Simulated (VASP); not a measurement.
AlN: relaxation of cell and atoms with LDA

The system is AlN.

```xyz
4
Lattice="3.0888 0.0000 0.0000 -1.5444 2.6749 0.0000 0.0000 0.0000 4.9433" Properties=species:S:1:pos:R:3 pbc="T T T"
Al    0.0000    1.7833   -0.0049
Al    1.5444    0.8916    2.4667
N     0.0000    1.7833    1.8833
N     1.5444    0.8916    4.3550
```

| Quantity | Value |
| --- | --- |
| Program | VASP 6.6.1 |
| Task | relaxation of cell and atoms |
| Functional | LDA |
| Potentials or basis | VASP PAW LDA potentials, release 64 (Al, N) |
| Cutoff | 600 eV |
| k mesh | 8 × 8 × 4 |
| Occupations | gaussian, width 0.01 eV |
| Spin | no spin polarisation |
| Target pressure | 15 GPa |
| Dipole correction | no |
| Further INCAR settings | ALGO = Normal; EDIFF = 1e-06; IBRION = 2; EDIFFG = -0.002; NSW = 100; ISIF = 3 |

```yaml
Relaxed_volume: 9.61 Å³/atom
Relaxed_cell: a = 3.033 Å, b = 3.033 Å, c = 4.827 Å, α = 90.00°, β = 90.00°, γ = 120.00°
Space_group_after_relaxing_to_0.05_Å: P6_3mc (No. 186)
Energy_change_on_relaxing_the_enthalpy_is_what_falls: +27.8 meV/atom
Ionic_steps: 8
Pressure_after_relaxing: 15.0 GPa
Band_gap_on_the_k_mesh: 4.94 eV, direct
```

Step by step:
```
step  energy change (eV)  largest force (eV/Å)  pressure (GPa)  volume (Å³)
   1              0.0000                0.0006            0.51        40.84
   2              0.5731                0.0712           38.66        35.62
   3              0.1066                0.0278           14.72        38.50
   4              0.1108                0.0284           15.02        38.45
   5              0.1110                0.0360           15.03        38.45
   6              0.1113                0.0428           15.02        38.44
   7              0.1110                0.0299           14.97        38.45
   8              0.1111                0.0007           14.99        38.45
```

Final structure:
```xyz
4
Lattice="3.0325 0.0000 0.0000 -1.5163 2.6262 0.0000 0.0000 0.0000 4.8273" Properties=species:S:1:pos:R:3 pbc="T T T"
Al    0.0000    1.7508    4.8186
Al    1.5163    0.8754    2.4050
N     0.0000    1.7508    1.8430
N     1.5163    0.8754    4.2566
```

Levels at points of the mesh, in eV from the valence-band top:
```csv
k point,band 6,band 7,band 8,band 9,band 10,band 11
"(0.00, 0.00, 0.00)",-0.31,-0.31,0.00,4.94,7.18,11.16
"(0.50, 0.00, 0.00)",-2.31,-1.96,-0.78,5.85,5.87,8.75
"(0.00, 0.00, 0.50)",-0.66,-0.66,-0.66,7.09,7.09,10.81
"(0.50, 0.00, 0.50)",-1.63,-1.47,-1.47,5.44,5.44,9.53
```

It took 61 s on 1 thread of Intel(R) Xeon(R) Platinum 8259CL CPU @ 2.50GHz (Skylake/Cascade Lake) (shared host), peak memory 0.16 GiB.

Caveat: the cell is relaxed towards a set pressure, so the enthalpy falls and the energy may rise. LDA usually gives volumes a few per cent too small.
